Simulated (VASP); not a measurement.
# Na (P6/mmm) in VASP: a series of runs

The runs below take Na through single point, with PBE.

Program: VASP 6.6.1. These are calculated values, not measurements. Logs are shortened: lines on timing, memory, paths and dates and some standing lists are left out, and cuts for length are marked.

### 1 The cell of the first run

Symmetry: P6/mmm, No. 191, hexagonal system. Conventional cell: a = 3.294 Å, b = 3.294 Å, c = 3.069 Å, α = 90.00°, β = 90.00°, γ = 120.00°. Within 4.0 Å of Na (site symmetry 6/mmm) lie 8 Na at 3.07 to 3.29 Å.

### 2 Single point, PBE

Contents of INCAR:

```
PREC     = Accurate       # precision mode
ENCUT    = 520            # plane-wave cutoff, eV
EDIFF    = 1E-6           # SCF threshold, eV
ISMEAR   = -1             # smearing method
SIGMA    = 0.08           # smearing width, eV
LREAL    = False          # projectors in reciprocal space
LASPH    = True           # aspherical terms in the spheres
NELM     = 60             # most SCF steps
ALGO     = Normal         # electronic algorithm
ISIF     = 2              # what is computed and relaxed
LWAVE    = False          # write WAVECAR
LCHARG   = False          # write CHGCAR
GGA      = PE             # functional
NBANDS   = 10             # bands
```

Contents of KPOINTS:

```
Automatic mesh
0
Gamma
  13 13 12
```

Contents of POSCAR:

```
Na
1.0
    3.2940078451      0.0000000000      0.0000000000
   -1.6470039226      2.8526944741      0.0000000000
    0.0000000000      0.0000000000      3.0686027378
Na
1
Direct
    0.0000000000      0.0000000000      0.0000000000
```

Potentials or basis: VASP PAW PBE potentials, release 64 (Na_pv).

On the command line:

```console
$ cat potpaw_PBE.64/Na_pv/POTCAR > POTCAR
$ mpirun -np 1 vasp_std > vasp.out
```

OUTCAR:

```text
PREC = Accurate
   ENCUT = 520
   EDIFF = 1E-6
   ISMEAR = -1
   LREAL = False
   LASPH = True
   NELM = 60
   ISIF = 2
   GGA = PE

 ion  position               nearest neighbor table
   1  0.000  0.000  0.000-

  LATTYP: Found a hexagonal cell.
 ALAT       =     3.2940078451
 C/A-ratio  =     0.9315711686

  Lattice vectors:

 A1 = (   3.2940078451,   0.0000000000,   0.0000000000)
 A2 = (  -1.6470039226,   2.8526944741,   0.0000000000)
 A3 = (   0.0000000000,   0.0000000000,   3.0686027378)

Analysis of symmetry for initial positions (statically):
=====================================================================
 Subroutine PRICEL returns:
 Original cell was already a primitive cell.

 Routine SETGRP: Setting up the symmetry group for a
 hexagonal supercell.

 Subroutine GETGRP returns: Found 24 space group operations
 (whereof 24 operations were pure point group operations)
 out of a pool of 24 trial point group operations.

The static configuration has the point symmetry D_6h.

Analysis of symmetry for dynamics (positions and initial velocities):
=====================================================================
 Subroutine PRICEL returns:
 Original cell was already a primitive cell.

 Routine SETGRP: Setting up the symmetry group for a
 hexagonal supercell.

 Subroutine GETGRP returns: Found 24 space group operations
 (whereof 24 operations were pure point group operations)
 out of a pool of 24 trial point group operations.

The dynamic configuration has the point symmetry D_6h.

 Subroutine INISYM returns: Found 24 space group operations
 (whereof 24 operations are pure point group operations),
 and found     1 'primitive' translations

----------------------------------------------------------------------------------------

                                     Primitive cell

  volume of cell :      28.8350

  direct lattice vectors                    reciprocal lattice vectors
     3.294007845  0.000000000  0.000000000     0.303581548  0.175272888  0.000000000
    -1.647003923  2.852694474  0.000000000     0.000000000  0.350545777  0.000000000
     0.000000000  0.000000000  3.068602738     0.000000000  0.000000000  0.325881219

  length of vectors
     3.294007845  3.294007845  3.068602738     0.350545777  0.350545777  0.325881219

  position of ions in fractional coordinates (direct lattice)
     0.000000000  0.000000000  0.000000000

  ion indices of the primitive-cell ions
   primitive index   ion index
                 1           1

----------------------------------------------------------------------------------------

 KPOINTS: Automatic mesh

Automatic generation of k-mesh.
 Grid dimensions read from file:
 generate k-points for:   13   13   12

 Generating k-lattice:

  Cartesian coordinates                     Fractional coordinates (reciprocal lattice)
     0.023352427  0.013482530  0.000000000     0.076923077  0.000000000  0.000000000
     0.000000000  0.026965060  0.000000000     0.000000000  0.076923077  0.000000000
     0.000000000  0.000000000  0.027156768     0.000000000  0.000000000  0.083333333

  Length of vectors
     0.026965060  0.026965060  0.027156768

  Shift w.r.t. Gamma in fractional coordinates (k-lattice)
     0.000000000  0.000000000  0.000000000

 Subroutine IBZKPT returns following result:
 ===========================================

 Found    147 irreducible k-points:

 Following reciprocal coordinates:
            Coordinates               Weight
  0.000000  0.000000  0.000000      1.000000
  0.076923  0.000000  0.000000      6.000000
  0.153846  0.000000  0.000000      6.000000
  0.230769 -0.000000  0.000000      6.000000
  0.307692  0.000000  0.000000      6.000000
  0.384615 -0.000000  0.000000      6.000000
[... 16 lines left out ...]
  0.076923  0.000000  0.083333     12.000000
  0.153846  0.000000  0.083333     12.000000
 [... further k-points ...]
   k-points           NKPTS =    147   k-points in BZ     NKDIM =    147   number of bands    NBANDS=     10
   number of dos      NEDOS =    301   number of ions     NIONS =      1
   total plane-waves  NPLWV =  13824
   dimension x,y,z NGX =    24 NGY =   24 NGZ =   24
   dimension x,y,z NGXF=    48 NGYF=   48 NGZF=   48
   ions per type =               1
   NGX,Y,Z   is equivalent  to a cutoff of  12.11, 12.11, 13.00 a.u.
   NGXF,Y,Z  is equivalent  to a cutoff of  24.23, 24.23, 26.00 a.u.
 SYSTEM =  unknown system
   PREC   = accura    normal or accurate (medium, high low for compatibility)
   ISTART =      0    job   : 0-new  1-cont  2-samecut
   ICHARG =      2    charge: 1-file 2-atom 10-const
   ISPIN  =      1    spin polarized calculation?
   LNONCOLLINEAR =      F non collinear calculations
   LSORBIT =      F    spin-orbit coupling
   LASPH  =      T    aspherical Exc in radial PAW
   ENCUT  =  520.0 eV  38.22 Ry    6.18 a.u.   6.12  6.12  5.71*2*pi/ulx,y,z
   NELM   =     60;   NELMIN=  2; NELMDL= -5     # of ELM steps
   EDIFF  = 0.1E-05   stopping-criterion for ELM
   LREAL  =      F    real-space projection
   EDIFFG = 0.1E-04   stopping-criterion for IOM
   NSW    =      0    number of steps for IOM
   IBRION =     -1    ionic relax: 0-MD 1-quasi-New 2-CG
   NFREE  =      0    steps in history (QN), initial steepest desc. (CG)
   ISIF   =      2    stress and relaxation
   ISYM   =      2    0-nonsym 1-usesym 2-fastsym
   POTIM  = 0.5000    time-step for ionic-motion
   TEBEG  =    0.0;   TEEND  =   0.0 temperature during run
   PSTRESS=    0.0 pullay stress
   NELECT =       7.0000    total number of electrons
   NUPDOWN=      -1.0000    fix difference up-down
   EMIN   =  10.00;   EMAX   =-10.00  energy-range for DOS
   EFERMI =   0.00;   METHOD = LEGACY
   ISMEAR =    -1;   SIGMA  =   0.08  broadening in eV -4-tet -1-fermi 0-gaus
   EFERMI_NEDOS =   21; number of points for ismear=-14 and -15
   IALGO  =     38    algorithm
   IMIX   =      4    mixing-type and parameters
     AMIX     =   0.40;   BMIX     =  1.00
     AMIX_MAG =   1.60;   BMIX_MAG =  1.00
  volume/ion in A,a.u.               =      28.84       194.59
  Fermi-wavevector in a.u.,A,eV,Ry     =   1.021255  1.929891 14.190343  1.042961
  Thomas-Fermi vector in A             =   2.154869
   LORBIT       =      0    0 simple, 1 ext, 2 COOP (PROOUT), +10 PAW based schemes
   GGA     = PE    functional components
   LHFCALC =     F    Hartree Fock is set to
   AEXX    =    0.0000 exact exchange contribution
   IVDW    =     0    specifies the selected vdW correction
   LEPSILON=     F    determine dielectric tensor
   LRPA    =     F    only Hartree local field effects (RPA)
 non-spin polarized calculation
  energy-cutoff  :      520.00
  volume of cell :       28.84
 maximum number of plane-waves:       794
   NGX = 13   NGY = 13   NGZ = 11

 number of electron       7.0000001 magnetization

 Free energy of the ion-electron system (eV)
  ---------------------------------------------------
  ext. energy  EPLUGINS =         0.00000000
  ---------------------------------------------------
  free energy    TOTEN  =        -1.17074442 eV

  energy without entropy =       -1.16202019  energy(sigma->0) =       -1.16638231

 E-fermi :   1.2239     XC(G=0):  -7.1948

 val. band max:        1.2220217016   @ k =   0.4615   0.0000   0.0000
 cond. band min:       1.2719256045   @ k =   0.2308   0.2308   0.2500
 fundamental gap:      0.0499039028
 Fermi energy:         1.2238554922

 k-point     1 :       0.0000    0.0000    0.0000
  band No.  band energies     occupation
      1     -23.7172      2.00000
      2     -23.7172      2.00000
      3     -23.7094      2.00000
      4      -2.6699      2.00000
      5      11.1774      0.00000
      6      12.9739      0.00000
      7      13.6567      0.00000
      8      13.6567      0.00000
      9      14.9606      0.00000
     10      15.7228      0.00000

 k-point     2 :       0.0769    0.0000    0.0000
  band No.  band energies     occupation
      1     -23.7230      2.00000
      2     -23.7185      2.00000
      3     -23.7088      2.00000
      4      -2.5553      2.00000
      5      11.0886      0.00000
      6      12.0877      0.00000
      7      13.0552      0.00000
      8      13.2233      0.00000
      9      15.2649      0.00000
     10      16.3442      0.00000

 k-point     3 :       0.1538    0.0000    0.0000
  band No.  band energies     occupation
      1     -23.7387      2.00000
      2     -23.7221      2.00000
      3     -23.7071      2.00000
      4      -2.2138      2.00000
      5       9.7399      0.00000
      6      11.2751      0.00000
      7      12.5062      0.00000
      8      13.2993      0.00000
      9      14.8874      0.00000
     10      17.6237      0.00000

 k-point     4 :       0.2308   -0.0000    0.0000
  band No.  band energies     occupation
      1     -23.7609      2.00000
      2     -23.7271      2.00000
      3     -23.7048      2.00000
      4      -1.6512      2.00000
      5       7.7762      0.00000
      6      11.0486      0.00000
      7      11.8670      0.00000
      8      13.7051      0.00000
      9      14.8495      0.00000
     10      19.1924      0.00000

 k-point     5 :       0.3077    0.0000    0.0000
  band No.  band energies     occupation
      1     -23.7842      2.00000
      2     -23.7325      2.00000
      3     -23.7024      2.00000
      4      -0.8768      2.00000
      5       5.9234      0.00000
      6      10.7562      0.00000
      7      11.3732      0.00000
      8      14.2657      0.00000
      9      15.2656      0.00000
     10      20.5101      0.00000

 k-point     6 :       0.3846   -0.0000    0.0000
  band No.  band energies     occupation
      1     -23.8034      2.00000
      2     -23.7369      2.00000
      3     -23.7003      2.00000
      4       0.0956      2.00000
      5       4.2295      0.00000
      6      10.4884      0.00000
      7      11.0408      0.00000
      8      14.9499      0.00000
      9      16.0370      0.00000
     10      19.0748      0.00000
[... 183 lines left out ...]
 k-point    21 :       0.3077    0.3077    0.0000
  band No.  band energies     occupation
      1     -23.7920      2.00000
      2     -23.7771      2.00000
      3     -23.6979      2.00000
      4       2.3937      0.00000
      5       3.4440      0.00000
      6       4.7513      0.00000
      7      16.7250      0.00000
      8      16.9943      0.00000
      9      17.7255      0.00000
     10      18.4230      0.00000

 k-point    22 :       0.0000    0.0000    0.0833
  band No.  band energies     occupation
      1     -23.7180      2.00000
      2     -23.7165      2.00000
      3     -23.7165      2.00000
      4      -2.5537      2.00000
      5       9.8294      0.00000
      6      13.7618      0.00000
      7      13.7618      0.00000
      8      14.2410      0.00000
      9      15.0701      0.00000
     10      15.7787      0.00000

 k-point    23 :       0.0769    0.0000    0.0833
  band No.  band energies     occupation
      1     -23.7222      2.00000
      2     -23.7178      2.00000
      3     -23.7173      2.00000
      4      -2.4395      2.00000
      5       9.8762      0.00000
      6      12.1250      0.00000
      7      13.3214      0.00000
      8      13.9681      0.00000
      9      15.6535      0.00000
     10      16.4039      0.00000

 k-point    24 :       0.1538    0.0000    0.0833
  band No.  band energies     occupation
      1     -23.7379      2.00000
      2     -23.7213      2.00000
      3     -23.7156      2.00000
      4      -2.0989      2.00000
      5       9.6416      0.00000
      6      10.4344      0.00000
      7      12.5988      0.00000
      8      13.4052      0.00000
      9      15.9534      0.00000
     10      17.6770      0.00000

 [... further k-points ...]
[... 5 lines left out ...]
  --------------------------------------------------------------------------------------
  -------------------------------------------------------------------------------------
  Total        0.5913753      0.5913753      0.5919273     -0.0000000      0.0000000      0.0000000
  in kB       32.8589153     32.8589153     32.8895859     -0.0000000      0.0000000      0.0000000
  external PRESSURE =      32.8691389 kB  Pullay stress =       0.0000000 kB

 VOLUME and BASIS-vectors are now :
 -----------------------------------------------------------------------------
  energy-cutoff  :      520.00
  volume of cell :       28.84
      direct lattice vectors                 reciprocal lattice vectors
     3.294007845  0.000000000  0.000000000     0.303581548  0.175272888  0.000000000
    -1.647003923  2.852694474  0.000000000     0.000000000  0.350545777  0.000000000
     0.000000000  0.000000000  3.068602738     0.000000000  0.000000000  0.325881219

 POSITION                                       TOTAL-FORCE (eV/Angst)
 -----------------------------------------------------------------------------------
      0.00000      0.00000      0.00000         0.000000      0.000000      0.000000
 -----------------------------------------------------------------------------------
    total drift:                                0.000000     -0.000000      0.000000

  FREE ENERGIE OF THE ION-ELECTRON SYSTEM (eV)
  ---------------------------------------------------
  free  energy   TOTEN  =        -1.1707444219 eV

  energy  without entropy=       -1.1620201904  energy(sigma->0) =       -1.16638231
```

It took 13 s on 1 thread of Intel Xeon Platinum 8375C at 2.90GHz (Ice Lake), shared host; peak memory 0.15 GiB.

Results:

```yaml
Free_energy: -1.1707 eV
Pressure: 3.3 GPa
```

### 3 Single point, PBE

This run uses another cell than the first one, of 32.68 Å³/atom, 1.133 times its volume.

Contents of INCAR:

```
SYSTEM = Na
PREC = Accurate
ENCUT = 520
EDIFF = 1E-7
ISMEAR = -1
SIGMA = 0.08
LREAL = .False.
LASPH = .True.
NELM = 80
ALGO = Normal
ISIF = 2
LWAVE = .False.
LCHARG = .False.
GGA = PE
NBANDS = 10
```

Contents of KPOINTS:

```
regular mesh
0
Gamma
  13 13 12
  0 0 0
```

Contents of POSCAR:

```
Na
1.0
    3.4317844514      0.0000000000      0.0000000000
   -1.7158922257      2.9720125152      0.0000000000
    0.0000000000      0.0000000000      3.2041112319
Na
1
Direct
    0.0000000000      0.0000000000      0.0000000000
```

Potentials or basis: VASP PAW PBE potentials, release 64 (Na_pv).

On the command line:

```console
$ cat potpaw_PBE.64/Na_pv/POTCAR > POTCAR
$ mpirun -np 1 vasp_std > vasp.out
```

It took 28 s on 1 thread of Intel Xeon Platinum 8375C at 2.90GHz (Ice Lake), shared host; peak memory 0.16 GiB.

The run converged. Its results:

| Quantity | Value |
| --- | --- |
| Free energy | -1.2272 eV |
| Pressure | 1.5 GPa |

Levels at points of the mesh, in eV from the Fermi level:
```tsv
k point	band 2	band 3	band 4	band 5	band 6	band 7
(0.00, 0.00, 0.00)	-24.98	-24.97	-3.60	9.32	10.75	11.66
(0.00, 0.00, 0.50)	-24.97	-24.97	-0.07	0.27	14.27	14.27
```

### 4 Single point, PBE

This run uses another cell than the first one, of 36.52 Å³/atom, 1.267 times its volume.

Contents of INCAR:

```
SYSTEM = Na
PREC = Accurate
ENCUT = 520
EDIFF = 1E-7
ISMEAR = -1
SIGMA = 0.08
LREAL = .FALSE.
LASPH = .TRUE.
NELM = 80
ALGO = Normal
ISIF = 2
LWAVE = .FALSE.
LCHARG = .TRUE.
GGA = PE
LELF = .TRUE.
LVHAR = .TRUE.
NBANDS = 10
```

Contents of KPOINTS:

```
Automatic mesh
0
G
  13 13 12
  0 0 0
```

Contents of POSCAR:

```
Na
1.0
    3.5579769857      0.0000000000      0.0000000000
   -1.7789884928      3.0812984557      0.0000000000
    0.0000000000      0.0000000000      3.3315474200
Na
1
Direct
    0.0000000000      0.0000000000      0.0000000000
```

On the command line:

```console
$ cat potpaw_PBE.64/Na_pv/POTCAR > POTCAR
$ mpirun -np 1 vasp_std > vasp.out
```

Wall time 41 s (1 thread of Intel Xeon Platinum 8375C at 2.90GHz (Ice Lake), shared host); peak memory 0.17 GiB.

It converged, with:

```yaml
Free_energy: -1.2488 eV
Pressure: 0.4 GPa
```

Levels at points of the mesh, in eV from the Fermi level:
```
           k point  band 2  band 3  band 4  band 5  band 6  band 7
(0.00, 0.00, 0.00)  -25.03  -25.03   -3.35    8.77    9.91   11.01
(0.00, 0.00, 0.50)  -25.02  -25.02   -0.03    0.16   13.42   13.42
```

[end of part 1 of 2]
